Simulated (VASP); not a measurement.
Crystal: MgO.

```xyz
2
Lattice="0.0000 2.2820 2.3961 2.2820 0.0000 2.3961 2.2820 2.2820 0.0000" Properties=species:S:1:pos:R:3 pbc="T T T"
Mg    0.0000    0.0000    0.0000
O     1.1410    1.1410    1.1981
```

This cell differs from its parent crystal: uniaxial z strain +5.0%.

Base run:

| Item | Value |
| --- | --- |
| Program | VASP 6.6.1 |
| Functional | HSE06 |
| Potentials or basis | VASP PAW PBE potentials, release 64 (Mg, O) |
| Cutoff | 520 eV |
| k mesh | 6 × 6 × 6 |
| Occupations | gaussian, width 0.01 eV |
| Spin | no spin polarisation |

Its results: band gap on the k mesh 4.89 eV, direct; pressure -5.9 GPa.

The run is repeated on the same cell with these changes: functional from HSE06 to PBE; cutoff from 520 eV to 600 eV. What comes out?

Band gap on the k mesh 3.32 eV, direct; pressure -2.6 GPa.

HSE06 gives the wider gap, since exact exchange removes part of the self-interaction.

Caveats: the PAW data sets were made with another functional, which shifts forces and pressure a little (some runs).

